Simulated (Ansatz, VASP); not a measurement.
**SrCl2 in VASP and in Ansatz**

```
CELL_PARAMETERS angstrom
0.00000 3.38634 3.49673
3.38634 0.00000 3.49673
3.38634 3.38634 0.00000
ATOMIC_POSITIONS crystal
Sr 0.00000 0.00000 0.00000
Cl 0.25000 0.25000 0.25000
Cl 0.75000 0.75000 0.75000
```

Alike in both runs: task single point; functional PBE; k mesh 6 × 6 × 6; occupations gaussian, width 0.05 eV; no spin polarisation.

|  | VASP | Ansatz |
| --- | --- | --- |
| version | VASP 6.6.1 | Ansatz 0.2.0 |
| potentials or method | VASP PAW PBE potentials, release 64 (Sr_sv, Cl), cutoff 520 eV | scalar-relativistic, plane waves, PAW |
| valence electrons in the cell | 24 | 24 |

VASP gave:

| Item | Value |
| --- | --- |
| gap on the k mesh at the Fermi level (eV) | 5.39 |
| least direct gap on the mesh (eV) | 5.39 |
| pressure (GPa) | 3.6 |
| traceless stress, the component that is largest in VASP (GPa) | -1.19 |

Q: What did Ansatz give for the same quantities?

A: gap on the k mesh at the Fermi level (eV): 5.39; least direct gap on the mesh (eV): 5.39; pressure (GPa): 3.4; traceless stress, the component that is largest in VASP (GPa): -1.19.
